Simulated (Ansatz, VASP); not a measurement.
**Si2Mo in VASP and in Ansatz**

```xyz
9
Lattice="4.6130 0.0000 0.0000 -2.3065 3.9950 0.0000 0.0000 0.0000 6.6095" Properties=species:S:1:pos:R:3 pbc="T T T"
Si   -1.1719    3.3399    5.5079
Si    1.1347    0.6551    1.1016
Si    2.3065    2.6848    3.3047
Si    3.4784    0.6551    5.5079
Si    1.1719    3.3399    1.1016
Si    0.0000    1.3102    3.3047
Mo    2.3065    0.0000    3.3047
Mo   -1.1533    1.9975    1.1016
Mo    1.1533    1.9975    5.5079
```

Alike in both runs: task single point; functional PBE; k mesh 12 × 12 × 6; occupations gaussian, width 0.01 eV; no spin polarisation.

```csv
,VASP,Ansatz
version,VASP 6.6.1,Ansatz 0.2.0
potentials or method,"VASP PAW PBE potentials, release 64 (Si, Mo_sv), cutoff 520 eV","scalar-relativistic, plane waves, PAW"
valence electrons in the cell,66,66
```

```csv
,VASP,Ansatz,Ansatz less VASP
gap on the k mesh at the Fermi level (eV),0.06,0.06,+0.003
least direct gap on the mesh (eV),0.52,0.52,+0.002
```

The functional is the same, so the differences come from potentials, cutoffs and numerics.
